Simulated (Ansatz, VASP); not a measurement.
TiC in VASP and in Ansatz

Contents of INCAR:

```
SYSTEM = TiC
PREC = Accurate
ENCUT = 520
EDIFF = 1E-7
ISMEAR = -1
SIGMA = 0.05
LREAL = .FALSE.
LASPH = .TRUE.
NELM = 80
ALGO = Normal
ISIF = 2
LWAVE = .FALSE.
LCHARG = .TRUE.
GGA = CA
LELF = .TRUE.
LVHAR = .TRUE.
NBANDS = 15
```

KPOINTS

```
regular mesh
0
G
  11 11 11
  0 0 0
```

POSCAR

```
TiC
1.0
    3.1228588960      0.0000000000      0.0000000000
    1.5614294480      2.7044751364      0.0000000000
    1.5614294480      0.9014917122      2.5498036113
Ti C
1 1
Direct
    0.0000000000      0.0000000000      0.0000000000
    0.5000000000      0.5000000000      0.5000000000
```

The input input.yaml:

```yaml
crystal:
  lattice:
    - [3.122858896, 0.0, 0.0]
    - [1.561429448, 2.7044751364, 0.0]
    - [1.561429448, 0.9014917122, 2.5498036113]
  atoms:
    - { symbol: Ti, position: [0.0, 0.0, 0.0] }
    - { symbol: C, position: [0.5, 0.5, 0.5] }
hamiltonian:
  xc: lda
  pseudopotentials: { kind: paw }
kpoints:
  mp_grid: { grid: [11, 11, 11] }
scf:
  occupations: { method: fermi_dirac, width: 0.05 }
output:
  forces: true
  stress: true
  eigenvalues: true
```

Alike in both runs: task single point; functional LDA; k mesh 11 × 11 × 11; occupations fermi-dirac, width 0.05 eV; no spin polarisation.

|  | VASP | Ansatz |
| --- | --- | --- |
| version | VASP 6.6.1 | Ansatz 0.2.0 |
| potentials or method | VASP PAW LDA potentials, release 64 (Ti_sv, C) | Ansatz PAW |
| plane-wave cutoff (eV) | 520 | 420 |
| valence electrons in the cell | 16 | 16 |

Ansatz gave:

| Quantity | Value |
| --- | --- |
| gap on the k mesh at the Fermi level (eV) | none |
| pressure (GPa) | -24.4 |

Question: Estimate VASP's values.

Answer: gap on the k mesh at the Fermi level (eV): none; pressure (GPa): -23.8.

LDA's correlation is that of Perdew and Zunger in VASP and of Perdew and Wang (1992) in Ansatz. A gap of «none» marks a metal or a gap that the smearing closes.
